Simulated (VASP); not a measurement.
# Be2ZnSe3: single point with PBE

The system is Be2ZnSe3.

```
CELL_PARAMETERS angstrom
7.13496 0.00000 0.00000
-3.56748 6.17906 0.00000
0.00000 0.00000 2.89129
ATOMIC_POSITIONS crystal
Be 0.66667 0.33333 0.71692
Be 0.33333 0.66667 0.71692
Zn 0.00000 0.00000 0.93582
Se 0.00000 0.50000 0.93344
Se 0.50000 0.00000 0.93344
Se 0.50000 0.50000 0.93344
```

The cell was generated, and may not be a known phase.

```yaml
Program: VASP 6.6.1
Task: single point
Functional: PBE
Potentials_or_basis: VASP PAW PBE potentials, release 64 (Be, Zn, Se)
Cutoff: 520 eV
k_mesh: 6 × 6 × 4
Occupations: gaussian, width 0.1 eV
Spin: no spin polarisation
Dipole_correction: no
Further_INCAR_settings: ALGO = Normal; EDIFF = 1e-06; NBANDS = 26
```

| Property | Result |
| --- | --- |
| Pressure | 0.0 GPa |
| Largest force | 0.010 eV/Å |
| Band gap on the k mesh | zero (bands 17 and 18 overlap by 3.16 eV) |

Forces in eV/Å, atoms in the order of the input:
```
Be   0.000  0.000 -0.010
Be   0.000  0.000 -0.010
Zn   0.000  0.000 -0.004
Se   0.000  0.000  0.008
Se   0.000  0.000  0.008
Se   0.000  0.000  0.008
```

Levels at points of the mesh, in eV from the Fermi level:
| k point | band 15 | band 16 | band 17 | band 18 | band 19 | band 20 |
| --- | --- | --- | --- | --- | --- | --- |
| (0.00, 0.00, 0.00) | -1.11 | 0.82 | 2.04 | 2.23 | 2.23 | 3.78 |
| (0.50, 0.00, 0.00) | -1.58 | 1.71 | 2.00 | 2.24 | 2.36 | 2.54 |
| (0.00, 0.00, 0.50) | -0.83 | -0.65 | -0.65 | 0.44 | 0.51 | 1.31 |
| (0.50, 0.00, 0.50) | -1.83 | -1.12 | 0.02 | 0.20 | 1.12 | 1.39 |

Run time: 100 s on 1 thread of Intel Xeon 8259CL, on a shared host, peak memory 0.28 GiB.

Caveat: the k points lie up to 0.54 Å⁻¹ apart, too coarse for converged energies and pressures of a metal.
